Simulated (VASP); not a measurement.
Set up this calculation in VASP 6.6.1, as the native input.

| Item | Value |
| --- | --- |
| Task | single point |
| Functional | BLYP |
| Potentials or basis | VASP PAW PBE potentials, release 64 (Bi_d, Te) |
| Cutoff | 520 eV |
| k mesh | 7 × 7 × 7 |
| Occupations | fermi-dirac, width 0.05 eV |
| Spin | no spin polarisation |
| Dipole correction | no |
| Further INCAR settings | ALGO = Normal; EDIFF = 1e-07; NBANDS = 18 |

The structure of BiTe lies in POSCAR:

```
BiTe
1.0
    2.3834893171      1.3761081989      3.7824341874
   -2.3834893171      1.3761081989      3.7824341874
    0.0000000000     -2.7522163977      3.7824341874
Bi Te
1 1
Direct
    0.5000000000      0.5000000000      0.5000000000
    0.0000000000      0.0000000000      0.0000000000
```

The input as run:

INCAR

```
SYSTEM = BiTe
AGGAC = 1.0 ; AGGAX = 1.0
ALDAC = 0.0 ; ALDAX = 1.0
ALGO = Normal ; EDIFF = 1E-7
ENCUT = 520 ; GGA = B5
ISIF = 2 ; ISMEAR = -1
LASPH = .TRUE. ; LCHARG = .FALSE.
LREAL = .FALSE. ; LWAVE = .FALSE.
NBANDS = 18 ; NELM = 80
PREC = Accurate ; SIGMA = 0.05
```

KPOINTS

```
k-points
0
G
  7 7 7
  0 0 0
```

Potentials or basis: VASP PAW PBE potentials, release 64 (Bi_d, Te).

The run is started by

```bash
$ cat potpaw_PBE.64/Bi_d/POTCAR potpaw_PBE.64/Te/POTCAR > POTCAR
$ mpirun -np 1 vasp_std > vasp.out
```

It gave:

```
Pressure : 0.1 GPa
```

Caveat: the PAW data sets were made with another functional, which shifts forces and pressure a little.

It took 29 s on 1 thread of Intel(R) Xeon(R) 6975P-C (Granite Rapids), with other jobs on the host, peak memory 0.22 GiB.
